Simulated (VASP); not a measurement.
**TiO2: single point with PBE**

Crystal: TiO2.

```
Ti O
1.0
     4.76457    0.00000    0.00000
     0.00000    4.82317    0.00000
    -0.85426    0.00000    4.96659
Ti O
4 8
Direct
  0.27744 0.05281 0.21315
  0.72256 0.55281 0.28685
  0.72256 0.94719 0.78685
  0.27744 0.44719 0.71315
  0.06384 0.17697 0.85156
  0.93616 0.67697 0.64844
  0.93616 0.82303 0.14844
  0.06384 0.32303 0.35156
  0.44536 0.75763 0.46677
  0.55464 0.25763 0.03323
  0.55464 0.24237 0.53323
  0.44536 0.74237 0.96677
```

| Item | Value |
| --- | --- |
| Program | VASP 6.6.1 |
| Task | single point |
| Functional | PBE |
| Potentials or basis | VASP PAW PBE potentials, release 64 (Ti_sv, O) |
| Cutoff | 520 eV |
| k mesh | 5 × 5 × 5 |
| Occupations | fermi-dirac, width 0.05 eV |
| Spin | no spin polarisation |
| Dipole correction | no |
| Further INCAR settings | ALGO = Normal; EDIFF = 1e-06; NBANDS = 60 |

| Quantity | Value |
| --- | --- |
| Pressure | 10.5 GPa |
| Largest force | 0.203 eV/Å |
| Band gap on the k mesh | 2.34 eV, indirect (least direct gap 2.43 eV) |

Forces in eV/Å, atoms in the order of the input:
```
Ti   0.163 -0.032  0.102
Ti  -0.163 -0.032 -0.102
Ti  -0.163  0.032 -0.102
Ti   0.163  0.032  0.102
O   -0.106  0.011 -0.079
O    0.106  0.011  0.079
O    0.106 -0.011  0.079
O   -0.106 -0.011 -0.079
O   -0.203  0.001  0.013
O    0.203  0.001 -0.013
O    0.203 -0.001 -0.013
O   -0.203 -0.001  0.013
```

Stress tensor (GPa, compression positive):
```
11.47  0.00  0.56
 0.00 11.72  0.00
 0.56  0.00  8.37
```

Levels at points of the mesh, in eV from the valence-band top:
| k point | band 46 | band 47 | band 48 | band 49 | band 50 | band 51 |
| --- | --- | --- | --- | --- | --- | --- |
| (0.00, 0.00, 0.00) | -0.60 | -0.07 | 0.00 | 2.48 | 2.56 | 2.93 |

It took 4.4 min on 1 thread of AMD EPYC 7R13 Processor (Zen 3), with other jobs on the host, peak memory 0.29 GiB.

A k mesh can miss the band edges.
